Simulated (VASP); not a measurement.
Runs of VASP 6.6.1 on SiO2. The structure is that of space group I-42d (No. 122), or close to it. The cells are those of the table. 

```tsv
level	cell	smearing	gap on the mesh (eV)	pressure (GPa)	largest force (eV/Å)
PBE	a = 5.060 Å, angles 121.5, 121.5, 87.4°, 6 atoms	fermi-dirac 0.02 eV	5.94	4.6	0.27
PBE	a = 5.155 Å, angles 120.2, 120.2, 89.6°, 6 atoms	fermi-dirac 0.02 eV	5.66	(a)	(b)
PBE	a = 4.792 Å, angles 121.5, 121.5, 87.4°, 6 atoms	fermi-dirac 0.02 eV	6.54	11.5	0.39
PBE	a = 4.956 Å, angles 120.2, 120.2, 89.7°, 6 atoms	fermi-dirac 0.02 eV	6.10	6.5	0.30
r2SCAN	a = 5.060 Å, angles 121.5, 121.5, 87.4°, 6 atoms	gaussian 0.01 eV	6.56	0.2	-
```

Alike in all rows: task single point; potentials or basis VASP PAW PBE potentials, release 64 (Si, O); no spin polarisation; k mesh 8 × 8 × 8; cutoff (eV) 520.

Question: Fill in the values left out.

Answer: (a) 2.6; (b) 0.18.

Caveats: the PAW data sets were made with another functional, which shifts forces and pressure a little (some runs).

A k mesh can miss the band edges.
